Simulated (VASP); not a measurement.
# SnTe (zincblende type) (F-43m) in VASP: relaxation of cell and atoms with PBEsol

Aim: the relaxation of cell and atoms of SnTe (zincblende type) with PBEsol.

All numbers are computed with VASP 6.6.1; they aren't measurements. Logs are shortened: lines on timing, memory, paths and dates and some standing lists are left out, and cuts for length are marked.

**1. The cell of the first run**

It takes space group F-43m (No. 216, cubic). Conventional cell: a = 6.214 Å, b = 6.214 Å, c = 6.214 Å, α = 90.00°, β = 90.00°, γ = 90.00°. Sn (site symmetry -43m) has 4 Te at 2.69 Å within 3.5 Å. Te (site symmetry -43m) has 4 Sn at 2.69 Å within 3.5 Å.

**2. Relaxation of cell and atoms, PBEsol**

The input, INCAR:

```
SYSTEM = SnTe
ALGO = Normal ; EDIFF = 1E-6
EDIFFG = -0.005 ; ENCUT = 600
GGA = PS ; IBRION = 2
ISIF = 3 ; ISMEAR = -1
LASPH = .True. ; LCHARG = .False.
LREAL = .False. ; LWAVE = .False.
NELM = 60 ; NSW = 60
PREC = Accurate ; SIGMA = 0.1
```

The input, KPOINTS:

```
k-points
0
Gamma
  12 12 12
  0 0 0
```

The input, POSCAR:

```
SnTe
1.0
    0.0000000000      3.1072325060      3.1072325060
    3.1072325060      0.0000000000      3.1072325060
    3.1072325060      3.1072325060      0.0000000000
Sn Te
1 1
Direct
    0.0000000000      0.0000000000      0.0000000000
    0.2500000000      0.2500000000      0.2500000000
```

Potentials or basis: VASP PAW PBE potentials, release 64 (Sn_d, Te).

Run with:

```sh
$ cat potpaw_PBE.64/Sn_d/POTCAR potpaw_PBE.64/Te/POTCAR > POTCAR
$ mpirun -np 1 vasp_std > vasp.out
```

OUTCAR:

```text
SYSTEM = SnTe
   EDIFF = 1E-6
   EDIFFG = -0.005
   ENCUT = 600
   GGA = PS
   IBRION = 2
   ISIF = 3
   ISMEAR = -1
   LASPH = .True.
   LREAL = .False.
   NELM = 60
   NSW = 60
   PREC = Accurate

 ion  position               nearest neighbor table
   1  0.000  0.000  0.000-   2 2.69   2 2.69   2 2.69   2 2.69
   2  0.250  0.250  0.250-   1 2.69   1 2.69   1 2.69   1 2.69

  LATTYP: Found a face centered cubic cell.
 ALAT       =     6.2144650120

  Lattice vectors:

 A1 = (   0.0000000000,   3.1072325060,   3.1072325060)
 A2 = (   3.1072325060,   0.0000000000,   3.1072325060)
 A3 = (   3.1072325060,   3.1072325060,   0.0000000000)

Analysis of symmetry for initial positions (statically):
=====================================================================
 Subroutine PRICEL returns:
 Original cell was already a primitive cell.

 Routine SETGRP: Setting up the symmetry group for a
 face centered cubic supercell.

 Subroutine GETGRP returns: Found 24 space group operations
 (whereof 24 operations were pure point group operations)
 out of a pool of 48 trial point group operations.

The static configuration has the point symmetry T_d .

Analysis of symmetry for dynamics (positions and initial velocities):
=====================================================================
 Subroutine PRICEL returns:
 Original cell was already a primitive cell.

 Routine SETGRP: Setting up the symmetry group for a
 face centered cubic supercell.

 Subroutine GETGRP returns: Found 24 space group operations
 (whereof 24 operations were pure point group operations)
 out of a pool of 48 trial point group operations.

The dynamic configuration has the point symmetry T_d .

 Subroutine INISYM returns: Found 24 space group operations
 (whereof 24 operations are pure point group operations),
 and found     1 'primitive' translations

----------------------------------------------------------------------------------------

                                     Primitive cell

  volume of cell :      60.0000

  direct lattice vectors                    reciprocal lattice vectors
     0.000000000  3.107232506  3.107232506    -0.160914897  0.160914897  0.160914897
     3.107232506  0.000000000  3.107232506     0.160914897 -0.160914897  0.160914897
     3.107232506  3.107232506  0.000000000     0.160914897  0.160914897 -0.160914897

  length of vectors
     4.394290351  4.394290351  4.394290351     0.278712778  0.278712778  0.278712778

  position of ions in fractional coordinates (direct lattice)
     0.000000000  0.000000000  0.000000000
     0.250000000  0.250000000  0.250000000

  ion indices of the primitive-cell ions
   primitive index   ion index
                 1           1
                 2           2

----------------------------------------------------------------------------------------

 KPOINTS: k-points

Automatic generation of k-mesh.
 Grid dimensions read from file:
 generate k-points for:   12   12   12

 Generating k-lattice:

  Cartesian coordinates                     Fractional coordinates (reciprocal lattice)
    -0.013409575  0.013409575  0.013409575     0.083333333  0.000000000  0.000000000
     0.013409575 -0.013409575  0.013409575     0.000000000  0.083333333  0.000000000
     0.013409575  0.013409575 -0.013409575     0.000000000  0.000000000  0.083333333

  Length of vectors
     0.023226065  0.023226065  0.023226065

  Shift w.r.t. Gamma in fractional coordinates (k-lattice)
     0.000000000  0.000000000  0.000000000

 Subroutine IBZKPT returns following result:
 ===========================================

 Found     72 irreducible k-points:

 Following reciprocal coordinates:
            Coordinates               Weight
  0.000000  0.000000  0.000000      1.000000
  0.083333  0.000000  0.000000      8.000000
  0.166667  0.000000  0.000000      8.000000
  0.250000  0.000000  0.000000      8.000000
  0.333333  0.000000  0.000000      8.000000
  0.416667  0.000000  0.000000      8.000000
[... 16 lines left out ...]
  0.500000  0.166667  0.000000     24.000000
 -0.416667  0.166667  0.000000     24.000000
 [... further k-points ...]
   k-points           NKPTS =     72   k-points in BZ     NKDIM =     72   number of bands    NBANDS=     14
   number of dos      NEDOS =    301   number of ions     NIONS =      2
   total plane-waves  NPLWV =  46656
   dimension x,y,z NGX =    36 NGY =   36 NGZ =   36
   dimension x,y,z NGXF=    72 NGYF=   72 NGZF=   72
   ions per type =               1   1
   NGX,Y,Z   is equivalent  to a cutoff of  13.62, 13.62, 13.62 a.u.
   NGXF,Y,Z  is equivalent  to a cutoff of  27.24, 27.24, 27.24 a.u.
 SYSTEM =  SnTe
   PREC   = accura    normal or accurate (medium, high low for compatibility)
   ISTART =      0    job   : 0-new  1-cont  2-samecut
   ICHARG =      2    charge: 1-file 2-atom 10-const
   ISPIN  =      1    spin polarized calculation?
   LNONCOLLINEAR =      F non collinear calculations
   LSORBIT =      F    spin-orbit coupling
   LASPH  =      T    aspherical Exc in radial PAW
   ENCUT  =  600.0 eV  44.10 Ry    6.64 a.u.   8.78  8.78  8.78*2*pi/ulx,y,z
   NELM   =     60;   NELMIN=  2; NELMDL= -5     # of ELM steps
   EDIFF  = 0.1E-05   stopping-criterion for ELM
   LREAL  =      F    real-space projection
   EDIFFG = -.5E-02   stopping-criterion for IOM
   NSW    =     60    number of steps for IOM
   IBRION =      2    ionic relax: 0-MD 1-quasi-New 2-CG
   NFREE  =      1    steps in history (QN), initial steepest desc. (CG)
   ISIF   =      3    stress and relaxation
   ISYM   =      2    0-nonsym 1-usesym 2-fastsym
   POTIM  = 0.5000    time-step for ionic-motion
   TEBEG  =    0.0;   TEEND  =   0.0 temperature during run
   PSTRESS=    0.0 pullay stress
   NELECT =      20.0000    total number of electrons
   NUPDOWN=      -1.0000    fix difference up-down
   EMIN   =  10.00;   EMAX   =-10.00  energy-range for DOS
   EFERMI =   0.00;   METHOD = LEGACY
   ISMEAR =    -1;   SIGMA  =   0.10  broadening in eV -4-tet -1-fermi 0-gaus
   EFERMI_NEDOS =   21; number of points for ismear=-14 and -15
   IALGO  =     38    algorithm
   IMIX   =      4    mixing-type and parameters
     AMIX     =   0.40;   BMIX     =  1.00
     AMIX_MAG =   1.60;   BMIX_MAG =  1.00
  volume/ion in A,a.u.               =      30.00       202.45
  Fermi-wavevector in a.u.,A,eV,Ry     =   1.135101  2.145029 17.530477  1.288454
  Thomas-Fermi vector in A             =   2.271805
   LORBIT       =      0    0 simple, 1 ext, 2 COOP (PROOUT), +10 PAW based schemes
   GGA     = PS    functional components
   LHFCALC =     F    Hartree Fock is set to
   AEXX    =    0.0000 exact exchange contribution
   IVDW    =     0    specifies the selected vdW correction
   LEPSILON=     F    determine dielectric tensor
   LRPA    =     F    only Hartree local field effects (RPA)
 conjugate gradient relaxation of ions
 non-spin polarized calculation
  energy-cutoff  :      600.00
  volume of cell :       60.00
 maximum number of plane-waves:      2044
   NGX = 17   NGY = 17   NGZ = 17

--------------------------------------- Ionic step        1  -------------------------------------------

 number of electron      19.9999998 magnetization

 Free energy of the ion-electron system (eV)
  ---------------------------------------------------
  ext. energy  EPLUGINS =         0.00000000
  ---------------------------------------------------
  free energy    TOTEN  =        -6.24613457 eV

  energy without entropy =       -6.21738093  energy(sigma->0) =       -6.23175775

 E-fermi :   7.7569     XC(G=0):  -9.6395

 val. band max:        7.7543836968   @ k =   0.5000   0.3333   0.1667
 cond. band min:       7.7824890652   @ k =   0.3333   0.2500   0.0833
 fundamental gap:      0.0281053684
 Fermi energy:         7.7568902890

 k-point     1 :       0.0000    0.0000    0.0000
  band No.  band energies     occupation
      1     -14.4391      2.00000
      2     -14.4391      2.00000
      3     -14.4391      2.00000
      4     -14.3676      2.00000
      5     -14.3676      2.00000
      6      -6.8561      2.00000
      7       4.2631      2.00000
      8       4.7456      2.00000
      9       4.7456      2.00000
     10       4.7456      2.00000
     11       8.2728      0.01143
     12       8.2728      0.01143
     13       8.2728      0.01143
     14      11.6146      0.00000
[... 492 lines left out ...]
  FREE ENERGIE OF THE ION-ELECTRON SYSTEM (eV)
  ---------------------------------------------------
  free  energy   TOTEN  =        -7.6278787680 eV

  energy  without entropy=       -7.6087966054  energy(sigma->0) =       -7.61833769

[... ionic steps 4 to 17 ...]

--------------------------------------- Ionic step       18  -------------------------------------------

 number of electron      20.0000011 magnetization

------------------------ aborting loop because EDIFF is reached ----------------------------------------

  FORCE on cell =-STRESS in cart. coord.  units (eV):
  Direction    XX          YY          ZZ          XY          YZ          ZX
  --------------------------------------------------------------------------------------
  -------------------------------------------------------------------------------------
  Total        0.0537087      0.0537087      0.0537087      0.0000000     -0.0000000     -0.0000000
  in kB        0.9748493      0.9748493      0.9748493      0.0000000     -0.0000000     -0.0000000
  external PRESSURE =       0.9748493 kB  Pullay stress =       0.0000000 kB
[... 57 lines left out ...]
  energy  without entropy=       -7.6111910971  energy(sigma->0) =       -7.62024693

--------------------------------------- Ionic step       20  -------------------------------------------

 number of electron      20.0000011 magnetization

 Free energy of the ion-electron system (eV)
  ---------------------------------------------------
  ext. energy  EPLUGINS =         0.00000000
  ---------------------------------------------------
  free energy    TOTEN  =        -7.62934925 eV

  energy without entropy =       -7.61145751  energy(sigma->0) =       -7.62040338

 E-fermi :   3.5880     XC(G=0):  -7.8880

 val. band max:        3.5653620591   @ k =   0.4167   0.4167   0.0000
 cond. band min:       3.6593923681   @ k =   0.5000   0.4167   0.0000
 fundamental gap:      0.0940303090
 Fermi energy:         3.5880330153

 k-point     1 :       0.0000    0.0000    0.0000
  band No.  band energies     occupation
      1     -18.1321      2.00000
      2     -18.1321      2.00000
      3     -18.1321      2.00000
      4     -18.1187      2.00000
      5     -18.1187      2.00000
      6      -8.3142      2.00000
      7      -1.4768      2.00000
      8       1.4885      2.00000
      9       1.4885      2.00000
     10       1.4885      2.00000
     11       4.5151      0.00019
     12       4.5151      0.00019
     13       4.5151      0.00019
     14       7.5196      0.00000
[... 420 lines left out ...]
  FREE ENERGIE OF THE ION-ELECTRON SYSTEM (eV)
  ---------------------------------------------------
  free  energy   TOTEN  =        -7.6293492477 eV

  energy  without entropy=       -7.6114575066  energy(sigma->0) =       -7.62040338

 reached required accuracy - stopping structural energy minimisation
```

It took 4 min on 1 thread of Intel Xeon 6975P-C (Granite Rapids), shared host; peak memory 0.26 GiB.

Results:

```
Free energy                           : -7.6293 eV
Relaxed volume                        : 44.31 Å³/atom
Relaxed cell                          : a = 5.004 Å, b = 5.004 Å, c = 5.004 Å, α = 60.00°, β = 60.00°, γ = 60.00°
Space group after relaxing (to 0.1 Å) : F-43m (No. 216)
Energy gained by relaxing             : 691.6 meV/atom
Ionic steps                           : 20
Pressure after relaxing               : 0.0 GPa
Band gap on the k mesh                : zero (bands 10 and 11 overlap by 0.16 eV)
```

Step by step:
| step | energy change (eV) | largest force (eV/Å) | pressure (GPa) | volume (Å³) |
| --- | --- | --- | --- | --- |
| 1 | 0.0000 | 0.0000 | 21.61 | 60.00 |
| 2 | -1.2427 | 0.0000 | -2.90 | 102.43 |
| 3 | -1.3817 | 0.0000 | 0.38 | 87.36 |
| 4 | -1.3832 | 0.0000 | -0.06 | 88.79 |
| 5 | -1.3830 | 0.0000 | 0.12 | 88.14 |
| 6 | -1.3830 | 0.0000 | 0.15 | 88.14 |
| 7 | -1.3830 | 0.0000 | 0.13 | 88.15 |
| 8 | -1.3830 | 0.0000 | 0.14 | 88.15 |
| 9 | -1.3830 | 0.0000 | 0.14 | 88.15 |
| 10 | -1.3830 | 0.0000 | 0.14 | 88.15 |
| 11 | -1.3830 | 0.0000 | 0.14 | 88.15 |
| 12 | -1.3830 | 0.0000 | 0.14 | 88.16 |
| 13 | -1.3830 | 0.0000 | 0.14 | 88.16 |
| 14 | -1.3830 | 0.0000 | 0.15 | 88.16 |
| 15 | -1.3830 | 0.0000 | 0.16 | 88.17 |
| 16 | -1.3830 | 0.0000 | 0.12 | 88.18 |
| 17 | -1.3831 | 0.0000 | 0.11 | 88.21 |
| 18 | -1.3831 | 0.0000 | 0.10 | 88.27 |
| 19 | -1.3832 | 0.0000 | 0.07 | 88.39 |
| 20 | -1.3832 | 0.0000 | 0.00 | 88.62 |

Final structure:
```
Sn Te
1.0
     0.00000    3.53865    3.53865
     3.53865    0.00000    3.53865
     3.53865    3.53865    0.00000
Sn Te
1 1
Direct
  0.00000 0.00000 0.00000
  0.25000 0.25000 0.25000
```

Caveat: the volume moved by over 15 % at a fixed basis, so the end points are rough; semilocal functionals underestimate gaps, and a narrow one can read as zero; the PAW data sets were made with another functional, which shifts forces and pressure a little; spin-orbit coupling is left out, which moves the levels of the heavy elements.

The gap in the log of VASP goes by the Fermi energy; the results here count the filled bands.